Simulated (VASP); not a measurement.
Cu2O: single point with PBE

**Measured values to compare with.**

“Importance of surface oxygen vacancies for ultrafast hot carrier relaxation and transport in Cu2O”, 2021, arxiv:2103.03167 quotes, for a bulk crystal of Cu2O: band gap 2.17 eV (direct).

Cu2O:

```
Cu O
1.0
     4.29828    0.00000    0.00000
     0.00000    4.29828    0.00000
     0.00000    0.00000    4.29828
Cu O
4 2
Direct
  0.25000 0.25000 0.25000
  0.25000 0.75000 0.75000
  0.75000 0.75000 0.25000
  0.75000 0.25000 0.75000
  0.00000 0.00000 0.00000
  0.50000 0.50000 0.50000
```

```
Program                : VASP 6.6.1
Task                   : single point
Functional             : PBE
Potentials or basis    : VASP PAW PBE potentials, release 64 (Cu, O)
Cutoff                 : 600 eV
k mesh                 : 8 × 8 × 8
Occupations            : gaussian, width 0.05 eV
Spin                   : collinear spin
Starting moments       : [1.0, 1.0, -1.0, -1.0, 0.0, 0.0] μB
Dipole correction      : no
Further INCAR settings : ALGO = Normal; EDIFF = 1e-06; NBANDS = 41
```

The pressure is 0.7 GPa, the band gap on the k mesh is 0.48 eV and the net moment is 0.00 μB per cell. The valence electrons inside the program's atomic spheres are Cu 9.95; O 5.01.

Levels at points of the mesh, in eV from the valence-band top:
Spin up:
| k point | band 24 | band 25 | band 26 | band 27 | band 28 | band 29 | band 30 | band 31 | band 32 | band 33 |
| --- | --- | --- | --- | --- | --- | --- | --- | --- | --- | --- |
| (0.00, 0.00, 0.00) | -1.51 | -1.51 | 0.00 | 0.00 | 0.00 | 0.48 | 1.34 | 1.34 | 7.79 | 7.79 |
| (0.50, 0.00, 0.00) | -1.62 | -1.15 | -1.15 | -0.38 | -0.38 | 2.21 | 2.21 | 4.25 | 4.25 | 7.29 |
| (0.00, 0.50, 0.00) | -1.62 | -1.15 | -1.15 | -0.38 | -0.38 | 2.21 | 2.21 | 4.25 | 4.25 | 7.29 |
| (0.50, 0.50, 0.00) | -1.42 | -1.16 | -1.16 | -0.63 | -0.63 | 1.91 | 1.91 | 3.81 | 3.81 | 6.74 |
| (0.00, 0.50, 0.50) | -1.42 | -1.16 | -1.16 | -0.63 | -0.63 | 1.91 | 1.91 | 3.81 | 3.81 | 6.74 |
| (0.50, 0.50, 0.50) | -1.56 | -0.97 | -0.55 | -0.55 | -0.55 | 2.51 | 2.51 | 2.51 | 4.80 | 4.80 |
Spin down:
| k point | band 24 | band 25 | band 26 | band 27 | band 28 | band 29 | band 30 | band 31 | band 32 | band 33 |
| --- | --- | --- | --- | --- | --- | --- | --- | --- | --- | --- |
| (0.00, 0.00, 0.00) | -1.51 | -1.51 | 0.00 | 0.00 | 0.00 | 0.48 | 1.34 | 1.34 | 7.79 | 7.79 |
| (0.50, 0.00, 0.00) | -1.62 | -1.15 | -1.15 | -0.38 | -0.38 | 2.21 | 2.21 | 4.25 | 4.25 | 7.29 |
| (0.00, 0.50, 0.00) | -1.62 | -1.15 | -1.15 | -0.38 | -0.38 | 2.21 | 2.21 | 4.25 | 4.25 | 7.29 |
| (0.50, 0.50, 0.00) | -1.42 | -1.16 | -1.16 | -0.63 | -0.63 | 1.91 | 1.91 | 3.81 | 3.81 | 6.74 |
| (0.00, 0.50, 0.50) | -1.42 | -1.16 | -1.16 | -0.63 | -0.63 | 1.91 | 1.91 | 3.81 | 3.81 | 6.74 |
| (0.50, 0.50, 0.50) | -1.56 | -0.97 | -0.55 | -0.55 | -0.55 | 2.51 | 2.51 | 2.51 | 4.80 | 4.80 |

Wall time 3.7 min on 4 MPI ranks on Oxide Virtual Turin-like Processor (shared host), peak memory 0.5 GiB a rank.

Measured gap of Cu2O: 2.17 eV (direct; quoted in “Importance of surface oxygen vacancies for ultrafast hot carrier relaxation and transport in Cu2O”, 2021, arxiv:2103.03167). This calculation gives 0.48 eV (-1.69 eV). So large a miss can be the level of theory's own, or it may mean another phase, state or a wrong row. The value is that of PBE on a finite k mesh, which can miss the band edges, without temperature or zero-point motion. Semilocal functionals fall short of measured gaps as a rule.

Caveat: semilocal functionals underestimate gaps, and a narrow one can read as zero.
